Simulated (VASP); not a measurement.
Wanted: the native input for a VASP 6.6.1 run.

```
Task                   : single point
Functional             : PBEsol
Potentials or basis    : VASP PAW PBE potentials, release 64 (Fe_sv)
Cutoff                 : 600 eV
k mesh                 : 8 × 8 × 8
Occupations            : gaussian, width 0.1 eV
Spin                   : collinear spin, ferromagnetic start
Starting moments       : [4.0] μB
Dipole correction      : no
Second run             : valence_matched
Further INCAR settings : ALGO = Normal; EDIFF = 1e-06; NBANDS = 18
```

The structure of Fe lies in POSCAR:

```
Fe
1.0
   -1.7826234202      1.7826234202      1.7826234202
    1.7826234202     -1.7826234202      1.7826234202
    1.7826234202      1.7826234202     -1.7826234202
Fe
1
Direct
    0.0000000000      0.0000000000      0.0000000000
```

The input as run:

INCAR

```
SYSTEM = Fe
PREC = Accurate
ENCUT = 600
EDIFF = 1E-6
ISMEAR = 0
SIGMA = 0.1
LREAL = .FALSE.
LASPH = .TRUE.
NELM = 200
ALGO = Normal
ISIF = 2
LWAVE = .FALSE.
LCHARG = .TRUE.
ISPIN = 2
MAGMOM = 4
LORBIT = 11
LMAXMIX = 4
GGA = PS
LELF = .TRUE.
LVHAR = .TRUE.
NBANDS = 18
GGA_COMPAT = .FALSE.
```

KPOINTS

```
Automatic mesh
0
G
  8 8 8
  0 0 0
```

Potentials or basis: VASP PAW PBE potentials, release 64 (Fe_sv).

Launch:

```sh
$ cat potpaw_PBE.64/Fe_sv/POTCAR > POTCAR
$ mpirun -np 1 vasp_std > vasp.out
```

Results of the run:

```
Pressure                                              : -28.0 GPa
Net moment                                            : 3.21 μB per cell
Site moments                                          : Fe +3.12 μB
Valence electrons inside the program's atomic spheres : Fe 13.57
```

Caveat: the PAW data sets were made with another functional, which shifts forces and pressure a little.

Run time: 39 s on 1 thread of Intel(R) Xeon(R) Platinum 8259CL CPU @ 2.50GHz (Skylake/Cascade Lake), with other jobs on the host, peak memory 0.18 GiB.
